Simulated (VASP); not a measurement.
# BaTiO3 in VASP: a series of runs

BaTiO3 is run at these levels: PBE; tasks: electric field gradients.

Program: VASP 6.6.1. These are calculated values, not measurements. Logs are shortened: lines on timing, memory, paths and dates and some standing lists are left out, and cuts for length are marked.

## (1) The cell of the first run

The structure is trigonal, space group R3m (No. 160). The conventional cell has a = 5.712 Å, b = 5.712 Å, c = 6.953 Å, α = 90.00°, β = 90.00°, γ = 120.00°. Ba (site symmetry 3m) has 12 O at 2.80 to 2.89 Å and 8 Ti at 3.38 to 3.57 Å within 3.7 Å. Ti (site symmetry 3m) has 6 O at 1.89 to 2.15 Å within 2.5 Å. O (site symmetry m) has 2 Ti at 1.89 to 2.15 Å within 2.5 Å.

## (2) Electric field gradients, PBE (equal xx and yy strain of +1 %)

The input, INCAR:

```
  PREC = Accurate
  ENCUT = 520
  EDIFF = 1E-8
  ISMEAR = -1
  SIGMA = 0.05
  LREAL = F
  LASPH = T
  NELM = 60
  ALGO = Normal
  ISIF = 2
  LWAVE = F
  LCHARG = F
  GGA = PE
  LEFG = T
  NBANDS = 28
```

The input, KPOINTS:

```
Automatic mesh
0
Gamma
  9 9 9
```

The input, POSCAR:

```
BaTiO3
1.0
    2.8559448391      1.6488805216      2.3177316080
   -2.8559448391      1.6488805216      2.3177316080
    0.0000000000     -3.2977610432      2.3177316080
Ba Ti O
1 1 3
Direct
    0.0000000000      0.0000000000      0.0000000000
    0.5140000000      0.5140000000      0.5140000000
    0.4916000000      0.4916000000      0.9815000000
    0.4916000000      0.9815000000      0.4916000000
    0.9815000000      0.4916000000      0.4916000000
```

Potentials or basis: VASP PAW PBE potentials, release 64 (Ba_sv, Ti_sv, O).

Launch:

```bash
> cat potpaw_PBE.64/Ba_sv/POTCAR potpaw_PBE.64/Ti_sv/POTCAR potpaw_PBE.64/O/POTCAR > POTCAR
> mpirun -np 1 vasp_std > vasp.out
```

OUTCAR:

```text
PREC = Accurate
   ENCUT = 520
   EDIFF = 1E-8
   ISMEAR = -1
   LREAL = F
   LASPH = T
   NELM = 60
   ISIF = 2
   GGA = PE

 ion  position               nearest neighbor table
   1  0.000  0.000  0.000-   3 2.80   4 2.80   5 2.80   5 2.86   4 2.86   4 2.86   5 2.86   3 2.86
                             3 2.86   3 2.89   4 2.89   5 2.89   2 3.38   2 3.46   2 3.46   2 3.46
   2  0.514  0.514  0.514-   3 1.89   4 1.89   5 1.89   3 2.15   4 2.15   5 2.15   1 3.38   1 3.46
                             1 3.46   1 3.46   1 3.53   1 3.53   1 3.53   1 3.57
   3  0.492  0.492  0.981-   2 1.89   2 2.15   1 2.80   1 2.86   1 2.86   1 2.89
   4  0.492  0.981  0.492-   2 1.89   2 2.15   1 2.80   1 2.86   1 2.86   1 2.89
   5  0.981  0.492  0.492-   2 1.89   2 2.15   1 2.80   1 2.86   1 2.86   1 2.89

  LATTYP: Found a trigonal (rhomboedric) cell.
 ALAT       =     4.0307701132
 COS(alpha) =    -0.0040458981

  Lattice vectors:

 A1 = (   2.8559448391,   1.6488805216,   2.3177316080)
 A2 = (  -2.8559448391,   1.6488805216,   2.3177316080)
 A3 = (   0.0000000000,  -3.2977610432,   2.3177316080)

Analysis of symmetry for initial positions (statically):
=====================================================================
 Subroutine PRICEL returns:
 Original cell was already a primitive cell.

 Routine SETGRP: Setting up the symmetry group for a
 trigonal (rhombohedral) supercell.

 Subroutine GETGRP returns: Found  6 space group operations
 (whereof  6 operations were pure point group operations)
 out of a pool of 12 trial point group operations.

The static configuration has the point symmetry C_3v.

Analysis of symmetry for dynamics (positions and initial velocities):
=====================================================================
 Subroutine PRICEL returns:
 Original cell was already a primitive cell.

 Routine SETGRP: Setting up the symmetry group for a
 trigonal (rhombohedral) supercell.

 Subroutine GETGRP returns: Found  6 space group operations
 (whereof  6 operations were pure point group operations)
 out of a pool of 12 trial point group operations.

The dynamic configuration has the point symmetry C_3v.

 Subroutine INISYM returns: Found  6 space group operations
 (whereof  6 operations are pure point group operations),
 and found     1 'primitive' translations

[... 154 lines left out ...]

 k-point     1 :       0.0000    0.0000    0.0000
  band No.  band energies     occupation
      1     -52.7684      2.00000
      2     -29.0173      2.00000
      3     -29.0066      2.00000
      4     -29.0066      2.00000
      5     -21.2371      2.00000
      6     -13.1669      2.00000
[... 733 lines left out ...]
     27      11.6779      0.00000
     28      13.2420      0.00000

 [... further k-points ...]

------------------------ aborting loop because EDIFF is reached ----------------------------------------

  FORCE on cell =-STRESS in cart. coord.  units (eV):
  Direction    XX          YY          ZZ          XY          YZ          ZX
  --------------------------------------------------------------------------------------
  -------------------------------------------------------------------------------------
  Total        1.0210931      1.0210931      1.8983378      0.0000000     -0.0000000      0.0000000
  in kB       24.9817310     24.9817310     46.4441129      0.0000000     -0.0000000      0.0000000
  external PRESSURE =      32.1358583 kB  Pullay stress =       0.0000000 kB

 VOLUME and BASIS-vectors are now :
 -----------------------------------------------------------------------------
  energy-cutoff  :      520.00
  volume of cell :       65.49
      direct lattice vectors                 reciprocal lattice vectors
     2.855944839  1.648880522  2.317731608     0.175073409  0.101078680  0.143818780
    -2.855944839  1.648880522  2.317731608    -0.175073409  0.101078680  0.143818780
     0.000000000 -3.297761043  2.317731608     0.000000000 -0.202157360  0.143818780

 POSITION                                       TOTAL-FORCE (eV/Angst)
 -----------------------------------------------------------------------------------
      0.00000      0.00000      0.00000         0.000000      0.000000      0.083337
      0.00000      0.00000      3.57394         0.000000      0.000000      0.043204
      0.00000     -1.61557      4.55365         0.000000     -0.061057     -0.042180
     -1.39913      0.80779      4.55365        -0.052877      0.030528     -0.042180
      1.39913      0.80779      4.55365         0.052877      0.030528     -0.042180
 -----------------------------------------------------------------------------------
    total drift:                               -0.000000      0.000004     -0.000782

  FREE ENERGIE OF THE ION-ELECTRON SYSTEM (eV)
  ---------------------------------------------------
  free  energy   TOTEN  =       -40.0287459145 eV

  energy  without entropy=      -40.0287459145  energy(sigma->0) =      -40.02874591

 Electric field gradients (V/A^2)
---------------------------------------------------------------------
 ion       V_xx      V_yy      V_zz      V_xy      V_xz      V_yz
---------------------------------------------------------------------
   1       2.238     2.238    -4.477     0.000    -0.000     0.000
   2      -6.242    -6.242    12.483    -0.000    -0.000    -0.000
   3     -11.629    11.088     0.541     0.000     0.000   -15.339
   4       5.409    -5.950     0.541    -9.837   -13.284     7.669
   5       5.409    -5.950     0.541     9.837    13.284     7.669
---------------------------------------------------------------------

 Electric field gradients after diagonalization (V/A^2)
 (convention: |V_zz| > |V_xx| > |V_yy|)
----------------------------------------------------------------------
 ion       V_xx      V_yy      V_zz     asymmetry (V_yy - V_xx)/ V_zz
----------------------------------------------------------------------
   1       2.238     2.238    -4.477       0.000
   2      -6.242    -6.242    12.483       0.000
   3     -11.629   -10.405    22.034       0.056
   4     -11.629   -10.405    22.034       0.056
   5     -11.629   -10.405    22.034       0.056
----------------------------------------------------------------------

           NMR quadrupolar parameters

 Cq : quadrupolar parameter    Cq=e*Q*V_zz/h
 eta: asymmetry parameters     (V_yy - V_xx)/ V_zz
 Q  : nuclear electric quadrupole moment in mb (millibarn)
----------------------------------------------------------------------
 ion       Cq(MHz)       eta       Q (mb)
----------------------------------------------------------------------
   1      -0.011       0.000       1.000
   2       0.030       0.000       1.000
   3       0.053       0.056       1.000
   4       0.053       0.056       1.000
   5       0.053       0.056       1.000
----------------------------------------------------------------------
```

OSZICAR:

```text
N       E                     dE             d eps       ncg     rms          rms(c)
DAV:   1     0.441022733966E+03    0.44102E+03   -0.20914E+04  4760   0.155E+03
DAV:   2    -0.306375991546E+01   -0.44409E+03   -0.42259E+03  5472   0.429E+02
DAV:   3    -0.483585483788E+02   -0.45295E+02   -0.44871E+02  6520   0.135E+02
[... 11 lines left out ...]
DAV:  15    -0.400287461429E+02   -0.19287E-06   -0.66008E-06  6732   0.183E-02    0.381E-03
DAV:  16    -0.400287458907E+02    0.25219E-06   -0.11831E-06  5796   0.104E-02    0.102E-03
DAV:  17    -0.400287459521E+02   -0.61356E-07   -0.62286E-08  5836   0.223E-03    0.681E-04
DAV:  18    -0.400287459126E+02    0.39482E-07   -0.17950E-08  4380   0.146E-03    0.389E-04
DAV:  19    -0.400287459145E+02   -0.19077E-08   -0.42204E-09  3216   0.563E-04
   1 F= -.40028746E+02 E0= -.40028746E+02  d E =-.243088E-10
```

Wall time 2.4 min (1 thread of Intel Xeon Platinum 8488C (Sapphire Rapids), shared host); peak memory 0.28 GiB.

What came out:

```
Free energy                             : -40.0287 eV
Pressure                                : 3.2 GPa
Largest force                           : 0.083 eV/Å
Band gap on the k mesh                  : 2.33 eV (least direct gap 2.72 eV)
Largest electric field gradient by atom : Ba -4.5; Ti +12.5; O +22.0 V/Å²
```

Forces on the atoms (eV/Å):
```
Ba   0.000  0.000  0.083
Ti   0.000  0.000  0.043
O    0.000 -0.061 -0.042
O   -0.053  0.031 -0.042
O    0.053  0.031 -0.042
```

Stress tensor (GPa, compression positive):
```
2.50 0.00 0.00
0.00 2.50 0.00
0.00 0.00 4.64
```

Electric field gradients, principal values (V/Å²):
| atom | least | middle | greatest (by size) |
| --- | --- | --- | --- |
| 1 Ba | 2.238 | 2.238 | -4.477 |
| 2 Ti | -6.242 | -6.242 | 12.483 |
| 3 O | -10.405 | -11.629 | 22.034 |
| 4 O | -10.405 | -11.629 | 22.034 |
| 5 O | -10.405 | -11.629 | 22.034 |

Caveat: the cell differs from its parent crystal (equal xx and yy strain of +1 %); the cell stands under pressure; without QUAD_EFG the Cq values of the log hold for a quadrupole moment of 1 mb, not for the nuclei; spin-orbit coupling is left out, which moves the levels of the heavy elements. A k mesh can miss the band edges.

(Continued in part 2 of 4.)
